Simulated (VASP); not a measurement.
# PbSe (R-3m) in VASP: notebook, part 2 of 2

VASP 6.6.1. The steps go on from the part before.

## (4) Single point, PBEsol (equal xy, yz and zx shear strains of +2 %)

INCAR

```
  PREC = Accurate
  ENCUT = 520
  EDIFF = 1E-6
  ISMEAR = -1
  SIGMA = 0.02
  LREAL = F
  LASPH = T
  NELM = 100
  ALGO = Normal
  ISIF = 2
  LWAVE = F
  LCHARG = F
  GGA = PS
  NBANDS = 17
```

KPOINTS

```
regular mesh
0
Gamma
  7 7 7
```

POSCAR

```
PbSe
1.0
    0.0612430000      3.0927715000      3.0927715000
    3.0927715000      0.0612430000      3.0927715000
    3.0927715000      3.0927715000      0.0612430000
Pb Se
1 1
Direct
    0.0000000000      0.0000000000      0.0000000000
    0.5000000000      0.5000000000      0.5000000000
```

Potentials or basis: VASP PAW PBE potentials, release 64 (Pb_d, Se).

The run is started by

```sh
$ cat potpaw_PBE.64/Pb_d/POTCAR potpaw_PBE.64/Se/POTCAR > POTCAR
$ mpirun -np 1 vasp_std > vasp.out
```

OUTCAR:

```text
PREC = Accurate
   ENCUT = 520
   EDIFF = 1E-6
   ISMEAR = -1
   LREAL = F
   LASPH = T
   NELM = 100
   ISIF = 2
   GGA = PS

 ion  position               nearest neighbor table
   1  0.000  0.000  0.000-   2 3.06   2 3.06   2 3.06   2 3.06   2 3.06   2 3.06
   2  0.500  0.500  0.500-   1 3.06   1 3.06   1 3.06   1 3.06   1 3.06   1 3.06

  LATTYP: Found a trigonal (rhomboedric) cell.
 ALAT       =     4.3742681454
 COS(alpha) =     0.5197000882

  Lattice vectors:

 A1 = (   0.0612430000,   3.0927715000,   3.0927715000)
 A2 = (   3.0927715000,   0.0612430000,   3.0927715000)
 A3 = (   3.0927715000,   3.0927715000,   0.0612430000)

Analysis of symmetry for initial positions (statically):
=====================================================================
 Subroutine PRICEL returns:
 Original cell was already a primitive cell.

 Routine SETGRP: Setting up the symmetry group for a
 trigonal (rhombohedral) supercell.

 Subroutine GETGRP returns: Found 12 space group operations
 (whereof 12 operations were pure point group operations)
 out of a pool of 12 trial point group operations.

The static configuration has the point symmetry D_3d.
[... 160 lines left out ...]

 E-fermi :   5.0437     XC(G=0):  -9.7155

 val. band max:        4.7265749065   @ k =   0.4286   0.4286   0.4286
 cond. band min:       5.3829288978   @ k =   0.4286   0.0000   0.0000
 fundamental gap:      0.6563539913
 Fermi energy:         5.0437301472

 k-point     1 :       0.0000    0.0000    0.0000
  band No.  band energies     occupation
      1     -11.8561      2.00000
      2     -11.8561      2.00000
      3     -11.8496      2.00000
      4     -11.8451      2.00000
      5     -11.8451      2.00000
      6      -8.7012      2.00000
[... 457 lines left out ...]
      4     -11.8246      2.00000
      5     -11.8224      2.00000
      6      -7.8074      2.00000
[... 9 lines left out ...]
     16      14.7433      0.00000
     17      15.3214      0.00000

 [... further k-points ...]

------------------------ aborting loop because EDIFF is reached ----------------------------------------

  FORCE on cell =-STRESS in cart. coord.  units (eV):
  Direction    XX          YY          ZZ          XY          YZ          ZX
  --------------------------------------------------------------------------------------
  -------------------------------------------------------------------------------------
  Total       -0.2270094     -0.2270094     -0.2270094     -0.1306806     -0.1306806     -0.1306806
  in kB       -6.3354052     -6.3354052     -6.3354052     -3.6470508     -3.6470508     -3.6470508
  external PRESSURE =      -6.3354052 kB  Pullay stress =       0.0000000 kB

 VOLUME and BASIS-vectors are now :
 -----------------------------------------------------------------------------
  energy-cutoff  :      520.00
  volume of cell :       57.41
      direct lattice vectors                 reciprocal lattice vectors
     0.061243000  3.092771500  3.092771500    -0.166550293  0.163316307  0.163316307
     3.092771500  0.061243000  3.092771500     0.163316307 -0.166550293  0.163316307
     3.092771500  3.092771500  0.061243000     0.163316307  0.163316307 -0.166550293

 POSITION                                       TOTAL-FORCE (eV/Angst)
 -----------------------------------------------------------------------------------
      0.00000      0.00000      0.00000         0.000000      0.000000     -0.000000
      3.12339      3.12339      3.12339         0.000000      0.000000      0.000000
 -----------------------------------------------------------------------------------
    total drift:                               -0.000000      0.000000      0.000000

  FREE ENERGIE OF THE ION-ELECTRON SYSTEM (eV)
  ---------------------------------------------------
  free  energy   TOTEN  =        -8.9151192195 eV

  energy  without entropy=       -8.9151192185  energy(sigma->0) =       -8.91511922
```

Wall time 78 s (1 thread of Intel Xeon 8259CL, shared host); peak memory 0.22 GiB.

What came out:

```
Free energy            : -8.9151 eV
Pressure               : -0.6 GPa
Band gap on the k mesh : 0.66 eV (least direct gap 0.80 eV)
```

Stress tensor (GPa, compression positive):
```
-0.63 -0.36 -0.36
-0.36 -0.63 -0.36
-0.36 -0.36 -0.63
```

Levels at points of the mesh, in eV from the valence-band top:
```
           k point  band 7  band 8  band 9  band 10  band 11  band 12  band 13  band 14
(0.00, 0.00, 0.00)   -6.17   -1.86   -1.61    -1.61     4.83     4.83     4.88     6.37
```

Caveat: the cell differs from its parent crystal (equal xy, yz and zx shear strains of +2 %); the PAW data sets were made with another functional, which shifts forces and pressure a little; spin-orbit coupling is left out, which moves the levels of the heavy elements; an odd mesh through Γ misses points on the zone boundary, where band edges can lie.

## (5) Summary

| cell | gap on the mesh (eV) | pressure (GPa) |
| --- | --- | --- |
| a = 4.288 Å, angles 61.3°, 2 atoms | 0.64 | -0.6 |
| a = 4.352 Å, angles 59.3°, 2 atoms | 0.74 | -0.6 |
| a = 4.374 Å, angles 58.7°, 2 atoms | 0.66 | -0.6 |

Alike in all rows: task single point; level PBEsol; potentials or basis VASP PAW PBE potentials, release 64 (Pb_d, Se); no spin polarisation; k mesh 7 × 7 × 7; cutoff (eV) 520; smearing fermi-dirac 0.02 eV.

Caveats: the PAW data sets were made with another functional, which shifts forces and pressure a little; spin-orbit coupling is left out, which moves the levels of the heavy elements; an odd mesh through Γ misses points on the zone boundary, where band edges can lie.

Absolute energies hang on the potentials; compare differences alone.
